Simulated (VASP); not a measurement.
Input of a VASP 6.6.1 run:

POSCAR

```
Ag
1.0
    0.0000000000      2.0010495236      2.0010495236
    2.0010495236      0.0000000000      2.0010495236
    2.0010495236      2.0010495236      0.0000000000
Ag
1
Direct
    0.0000000000      0.0000000000      0.0000000000
```

File INCAR.step1:

```
SYSTEM = Ag
PREC = Accurate
ENCUT = 520
EDIFF = 1E-5
ISMEAR = -1
SIGMA = 0.05
LREAL = .FALSE.
LASPH = .TRUE.
NELM = 60
ALGO = Normal
ISIF = 2
LWAVE = .TRUE.
LCHARG = .FALSE.
NBANDS = 12
GGA = PE
```

Contents of INCAR.step2:

```
SYSTEM = Ag
PREC = Accurate
ENCUT = 520
EDIFF = 1E-6
ISMEAR = -1
SIGMA = 0.05
LREAL = .FALSE.
LASPH = .TRUE.
NELM = 60
ALGO = Normal
ISIF = 2
LWAVE = .FALSE.
LCHARG = .FALSE.
GGA = PE
LHFCALC = .TRUE.
HFSCREEN = 0.2079
PRECFOCK = Normal
NBANDS = 12
ISTART = 1
```

File KPOINTS:

```
Automatic mesh
0
G
  6 6 6
  0 0 0
```

Potentials or basis: VASP PAW PBE potentials, release 64 (Ag).

The run is started by

```bash
$ cat potpaw_PBE.64/Ag/POTCAR > POTCAR
$ cp INCAR.step1 INCAR
$ mpirun -np 1 vasp_std > vasp.out
$ cp INCAR.step2 INCAR
$ mpirun -np 1 vasp_std > vasp.out
```

Q: Predict the pressure.

A: 12.9 GPa.

Caveat: the k points lie up to 0.45 Å⁻¹ apart; the PAW data sets were made with another functional, which shifts forces and pressure a little.
